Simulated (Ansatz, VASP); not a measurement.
**NaVS2 in VASP and in Ansatz**

```
Na V S
1.0
     1.79930    1.03883    6.46105
    -1.79930    1.03883    6.46105
     0.00000   -2.07765    6.46105
Na V S
1 1 2
Direct
  0.50000 0.50000 0.50000
  0.00000 0.00000 0.00000
  0.26438 0.26438 0.26438
  0.73562 0.73562 0.73562
```

Alike in both runs: task single point; functional LDA; k mesh 11 × 11 × 11; occupations fermi-dirac, width 0.03 eV; collinear spin.

```csv
,VASP,Ansatz
version,VASP 6.6.1,Ansatz 0.2.0
potentials or method,"VASP PAW LDA potentials, release 64 (Na_pv, V_sv, S), cutoff 520 eV","all-electron LAPW, scalar-relativistic"
```

Ansatz gave:

```
pressure (GPa)                                                : -6.3
traceless stress, the component that is largest in VASP (GPa) : 0.95
rms of the force components (eV/Å)                            : 0.224
net moment per atom (μB)                                      : 0.50
size of the moment on the site where the two differ most (μB) : 1.89
```

Problem. Which values does VASP return?

Solution. Pressure (GPa): -6.3; traceless stress, the component that is largest in VASP (GPa): 0.99; rms of the force components (eV/Å): 0.222; net moment per atom (μB): 0.50; size of the moment on the site where the two differ most (μB): 1.82.

LDA's correlation is that of Perdew and Zunger in VASP and of Perdew and Wang (1992) in Ansatz. Site moments also hang on the region over which each program counts them. Atom by atom the forces differ by 0.002 eV/Å (rms over components). Ansatz ran all-electron here, and VASP with PAW potentials.
